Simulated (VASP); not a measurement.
I, 2 atoms in the cell. The typed cell holds 2 atoms: a = 4.774 Å, b = 4.774 Å, c = 4.774 Å, α = 59.92°, β = 59.92°, γ = 59.92°. 

```yaml
Program: VASP 6.6.1
Task: relaxation of shape and atoms at fixed volume
Functional: PBE
Potentials_or_basis: VASP PAW PBE potentials, release 64 (I)
Cutoff: 600 eV
k_mesh: 11 × 11 × 11
Occupations: fermi-dirac, width 0.1 eV
Spin: no spin polarisation
Dipole_correction: no
Further_INCAR_settings: ALGO = Normal; EDIFF = 1e-07; IBRION = 2; EDIFFG = -0.005; NSW = 50; ISIF = 4
```

Potentials or basis: VASP PAW PBE potentials, release 64 (I).

The run is started by

```sh
$ cat potpaw_PBE.64/I/POTCAR > POTCAR
$ mpirun -np 1 vasp_std > vasp.out
```

Hardware: 1 thread of Intel Xeon 8259CL, with other jobs on the host.

Question: How long does it take, and how much memory?

Answer: It took 2.6 min on 1 thread of Intel Xeon 8259CL, on a shared host, peak memory 0.33 GiB. Counts: scf iterations 13, k points 146, ion steps 1.
